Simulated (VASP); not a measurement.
A run of VASP 6.6.1:

File INCAR:

```
  PREC = Accurate
  ENCUT = 520
  EDIFF = 1E-7
  ISMEAR = -1
  SIGMA = 0.08
  LREAL = F
  LASPH = T
  NELM = 60
  ALGO = Normal
  ISIF = 2
  LWAVE = F
  LCHARG = F
  GGA = PS
  NBANDS = 40
```

File KPOINTS:

```
Automatic mesh
0
Gamma
  7 7 7
```

Contents of POSCAR:

```
LuTl3
1.0
    4.6838154676      0.0000000000      0.0000000000
    0.0000000000      4.6838154676      0.0000000000
    0.0000000000      0.0000000000      4.6838154676
Lu Tl
1 3
Direct
    0.0000000000      0.0000000000      0.0000000000
    0.0000000000      0.5000000000      0.5000000000
    0.5000000000      0.0000000000      0.5000000000
    0.5000000000      0.5000000000      0.0000000000
```

Potentials or basis: VASP PAW PBE potentials, release 64 (Lu, Tl_d).

Launch:

```console
$ cat potpaw_PBE.64/Lu/POTCAR potpaw_PBE.64/Tl_d/POTCAR > POTCAR
$ mpirun -np 1 vasp_std > vasp.out
```

Hardware: 1 thread of Intel(R) Xeon(R) 6975P-C (Granite Rapids) (shared host).

How long does it take, and how much memory?

Run time: 41 s on 1 thread of Intel(R) Xeon(R) 6975P-C (Granite Rapids) (shared host), peak memory 0.25 GiB. Counts: scf iterations 13, k points 20.
